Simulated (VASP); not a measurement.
# NbH (I4/mmm) in VASP: single point with PBEsol

Aim: the single point of NbH with PBEsol.

Everything below comes from runs of VASP 6.6.1. Logs are shortened: lines on timing, memory, paths and dates and some standing lists are left out, and cuts for length are marked.

## (1) The cell of the first run

Symmetry: I4/mmm, No. 139, tetragonal system. Conventional cell: a = 3.214 Å, b = 3.214 Å, c = 3.969 Å, α = 90.00°, β = 90.00°, γ = 90.00°. Within 2.6 Å of Nb (site symmetry 4/mmm) lie 6 H at 1.98 to 2.27 Å. H (site symmetry 4/mmm) has 6 Nb at 1.98 to 2.27 Å within 2.6 Å.

## (2) Single point, PBEsol

Contents of INCAR:

```
ALGO = Normal ; EDIFF = 1E-7
ENCUT = 520 ; GGA = PS
ISIF = 2 ; ISMEAR = 1
LASPH = True ; LCHARG = False
LREAL = False ; LWAVE = False
NBANDS = 14 ; NELM = 100
PREC = Accurate ; SIGMA = 0.05
```

Contents of KPOINTS:

```
k-points
0
Gamma
  10 10 10
```

Contents of POSCAR:

```
NbH
1.0
   -1.6069640000      1.6069640000      1.9843010000
    1.6069640000     -1.6069640000      1.9843010000
    1.6069640000      1.6069640000     -1.9843010000
Nb H
1 1
Direct
    0.0000000000      0.0000000000      0.0000000000
    0.5000000000      0.5000000000      0.0000000000
```

Potentials or basis: VASP PAW PBE potentials, release 64 (Nb_sv, H).

Run with:

```console
cat potpaw_PBE.64/Nb_sv/POTCAR potpaw_PBE.64/H/POTCAR > POTCAR
mpirun -np 1 vasp_std > vasp.out
```

OUTCAR:

```text
EDIFF = 1E-7
   ENCUT = 520
   GGA = PS
   ISIF = 2
   ISMEAR = 1
   LASPH = True
   LREAL = False
   NELM = 100
   PREC = Accurate

 ion  position               nearest neighbor table
   1  0.000  0.000  0.000-
   2  0.500  0.500  0.000-

  LATTYP: Found a body centered tetragonal cell.
 ALAT       =     3.2139280000
 C/A-ratio  =     1.2348135988

  Lattice vectors:

 A1 = (  -1.6069640000,   1.6069640000,   1.9843010000)
 A2 = (   1.6069640000,  -1.6069640000,   1.9843010000)
 A3 = (   1.6069640000,   1.6069640000,  -1.9843010000)

Analysis of symmetry for initial positions (statically):
=====================================================================
 Subroutine PRICEL returns:
 Original cell was already a primitive cell.

 Routine SETGRP: Setting up the symmetry group for a
 body centered tetragonal supercell.

 Subroutine GETGRP returns: Found 16 space group operations
 (whereof 16 operations were pure point group operations)
 out of a pool of 16 trial point group operations.

The static configuration has the point symmetry D_4h.

Analysis of symmetry for dynamics (positions and initial velocities):
=====================================================================
 Subroutine PRICEL returns:
 Original cell was already a primitive cell.

 Routine SETGRP: Setting up the symmetry group for a
 body centered tetragonal supercell.

 Subroutine GETGRP returns: Found 16 space group operations
 (whereof 16 operations were pure point group operations)
 out of a pool of 16 trial point group operations.

The dynamic configuration has the point symmetry D_4h.

 Subroutine INISYM returns: Found 16 space group operations
 (whereof 16 operations are pure point group operations),
 and found     1 'primitive' translations

----------------------------------------------------------------------------------------

                                     Primitive cell

  volume of cell :      20.4965

  direct lattice vectors                    reciprocal lattice vectors
    -1.606964000  1.606964000  1.984301000     0.000000000  0.311145738  0.251977901
     1.606964000 -1.606964000  1.984301000     0.311145738  0.000000000  0.251977901
     1.606964000  1.606964000 -1.984301000     0.311145738  0.311145738  0.000000000

  length of vectors
[... 83 lines left out ...]
   LREAL  =      F    real-space projection
   EDIFFG = 0.1E-05   stopping-criterion for IOM
   NSW    =      0    number of steps for IOM
   IBRION =     -1    ionic relax: 0-MD 1-quasi-New 2-CG
   NFREE  =      0    steps in history (QN), initial steepest desc. (CG)
   ISIF   =      2    stress and relaxation
   ISYM   =      2    0-nonsym 1-usesym 2-fastsym
   POTIM  = 0.5000    time-step for ionic-motion
   TEBEG  =    0.0;   TEEND  =   0.0 temperature during run
   PSTRESS=    0.0 pullay stress
   NELECT =      14.0000    total number of electrons
   NUPDOWN=      -1.0000    fix difference up-down
   EMIN   =  10.00;   EMAX   =-10.00  energy-range for DOS
   EFERMI =   0.00;   METHOD = LEGACY
   ISMEAR =     1;   SIGMA  =   0.05  broadening in eV -4-tet -1-fermi 0-gaus
   EFERMI_NEDOS =   21; number of points for ismear=-14 and -15
   IALGO  =     38    algorithm
   IMIX   =      4    mixing-type and parameters
     AMIX     =   0.40;   BMIX     =  1.00
     AMIX_MAG =   1.60;   BMIX_MAG =  1.00
  volume/ion in A,a.u.               =      10.25        69.16
  Fermi-wavevector in a.u.,A,eV,Ry     =   1.441753  2.724518 28.281778  2.078652
  Thomas-Fermi vector in A             =   2.560350
   LORBIT       =      0    0 simple, 1 ext, 2 COOP (PROOUT), +10 PAW based schemes
   GGA     = PS    functional components
   LHFCALC =     F    Hartree Fock is set to
   AEXX    =    0.0000 exact exchange contribution
   IVDW    =     0    specifies the selected vdW correction
   LEPSILON=     F    determine dielectric tensor
   LRPA    =     F    only Hartree local field effects (RPA)
 non-spin polarized calculation
 Methfessel and Paxton  Order N= 1 SIGMA  =   0.05
  energy-cutoff  :      520.00
  volume of cell :       20.50
 maximum number of plane-waves:       566
   NGX = 11   NGY = 11   NGZ = 11

 number of electron      13.9999999 magnetization

 Free energy of the ion-electron system (eV)
  ---------------------------------------------------
  ext. energy  EPLUGINS =         0.00000000
  ---------------------------------------------------
  free energy    TOTEN  =       -14.62237667 eV

  energy without entropy =      -14.62204104  energy(sigma->0) =      -14.62226479

 E-fermi :  10.9500     XC(G=0): -12.5210

 val. band max:       10.9471787913   @ k =   0.4000   0.1000   0.0000
 cond. band min:      10.9585308652   @ k =  -0.1000   0.4000   0.1000
 fundamental gap:      0.0113520738
 Fermi energy:        10.9499660813

 k-point     1 :       0.0000    0.0000    0.0000
  band No.  band energies     occupation
      1     -44.1335      2.00000
      2     -19.7481      2.00000
      3     -19.7019      2.00000
      4     -19.7019      2.00000
      5       1.3055      2.00000
      6      10.2040      2.00000
      7      10.2040      2.00000
      8      11.5621     -0.00000
      9      11.8251     -0.00000
     10      12.7251      0.00000
     11      20.8415      0.00000
     12      22.2738      0.00000
     13      23.2518      0.00000
     14      23.2518      0.00000
[... 377 lines left out ...]
      1     -43.9600      2.00000
      2     -20.4632      2.00000
      3     -20.2744      2.00000
      4     -19.8870      2.00000
      5       4.3218      2.00000
      6       8.1412      2.00000
      7       9.7249      2.00000
      8      12.1374      0.00000
      9      14.1817      0.00000
     10      16.0653      0.00000
     11      18.3098      0.00000
     12      19.4178      0.00000
     13      24.0788      0.00000
     14      26.1171      0.00000

 [... further k-points ...]
[... 5 lines left out ...]
  --------------------------------------------------------------------------------------
  -------------------------------------------------------------------------------------
  Total       -1.0647597     -1.0647597     -1.0150957      0.0000000      0.0000000     -0.0000000
  in kB      -83.2304697    -83.2304697    -79.3483197      0.0000000      0.0000000     -0.0000000
  external PRESSURE =     -81.9364197 kB  Pullay stress =       0.0000000 kB

 VOLUME and BASIS-vectors are now :
 -----------------------------------------------------------------------------
  energy-cutoff  :      520.00
  volume of cell :       20.50
      direct lattice vectors                 reciprocal lattice vectors
    -1.606964000  1.606964000  1.984301000     0.000000000  0.311145738  0.251977901
     1.606964000 -1.606964000  1.984301000     0.311145738  0.000000000  0.251977901
     1.606964000  1.606964000 -1.984301000     0.311145738  0.311145738  0.000000000

 POSITION                                       TOTAL-FORCE (eV/Angst)
 -----------------------------------------------------------------------------------
      0.00000      0.00000      0.00000         0.000000     -0.000000      0.000000
      0.00000      0.00000      1.98430        -0.000000      0.000000     -0.000000
 -----------------------------------------------------------------------------------
    total drift:                               -0.000000      0.000000     -0.000000

  FREE ENERGIE OF THE ION-ELECTRON SYSTEM (eV)
  ---------------------------------------------------
  free  energy   TOTEN  =       -14.6223766655 eV

  energy  without entropy=      -14.6220410387  energy(sigma->0) =      -14.62226479
```

Wall time 17 s (1 thread of Intel Xeon Platinum 8259CL at 2.50GHz (Skylake/Cascade Lake), shared host); peak memory 0.16 GiB.

What came out:

```
Free energy            : -14.6224 eV
Pressure               : -8.2 GPa
Band gap on the k mesh : zero (band 7 reaches 14.55 eV, above the bottom of band 8 at 10.55 eV)
```

Stress tensor (GPa, compression positive):
```
-8.32  0.00  0.00
 0.00 -8.32  0.00
 0.00  0.00 -7.93
```

Caveat: the PAW data sets were made with another functional, which shifts forces and pressure a little.
